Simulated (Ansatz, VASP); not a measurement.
## Two plane-wave programs on Co

INCAR

```
SYSTEM = Co
ALGO = Normal
EDIFF = 1E-6
ENCUT = 520
GGA = PS
ISIF = 2
ISMEAR = 0
ISPIN = 2
LASPH = .TRUE.
LCHARG = .FALSE.
LMAXMIX = 4
LORBIT = 11
LREAL = .FALSE.
LWAVE = .FALSE.
MAGMOM = 1.8 1.8
NBANDS = 20
NELM = 150
PREC = Accurate
SIGMA = 0.15
```

Contents of KPOINTS:

```
k-points
0
G
  30 30 16
  0 0 0
```

File POSCAR:

```
Co
1.0
    2.4564223054      0.0000000000      0.0000000000
   -1.2282111527      2.1273241189      0.0000000000
    0.0000000000      0.0000000000      3.9694136133
Co
2
Direct
    0.3333333333      0.6666666667      0.2500000000
    0.6666666667      0.3333333333      0.7500000000
```

Input for Ansatz:

```yaml
crystal:
  lattice:
    - [2.4564223054, 0.0, 0.0]
    - [-1.2282111527, 2.1273241189, 0.0]
    - [0.0, 0.0, 3.9694136133]
  atoms:
    - { symbol: Co, position: [0.3333333333, 0.6666666667, 0.25], spin: 1.8 }
    - { symbol: Co, position: [0.6666666667, 0.3333333333, 0.75], spin: 1.8 }
basis:
  ecutwfc: 420
kpoints:
  mp_grid: { grid: [30, 30, 16] }
hamiltonian:
  xc: pbesol
scf:
  occupations: { method: gaussian, width: 0.15 }
output:
  forces: true
  stress: true
  eigenvalues: true
  populations: true
magnetization:
  spin_polarized: true
```

Alike in both runs: task single point; functional PBEsol; k mesh 30 × 30 × 16; occupations gaussian, width 0.15 eV; collinear spin.

|  | VASP | Ansatz |
| --- | --- | --- |
| version | VASP 6.6.1 | Ansatz 0.2.0 |
| potentials or method | VASP PAW PBE potentials, release 64 (Co), cutoff 520 eV | scalar-relativistic, plane waves, PAW |
| valence electrons in the cell | 18 | 34 |

```tsv
	VASP	Ansatz	Ansatz less VASP
gap on the k mesh at the Fermi level (eV)	none	none	-
pressure (GPa)	-1.0	0.0	+0.96
traceless stress, the component that is largest in VASP (GPa)	-0.06	0.03	+0.085
net moment per atom (μB)	1.57	1.57	+0.006
size of the moment on the site where the two differ most (μB)	1.57	1.64	+0.063
```

VASP's potentials were made for PBE, not for PBEsol. Site moments also hang on the region over which each program counts them. A gap of «none» marks a metal or a gap that the smearing closes. VASP's potentials hold 18 valence electrons a cell and Ansatz's 34, so a difference there can come from the potentials and not from the codes.
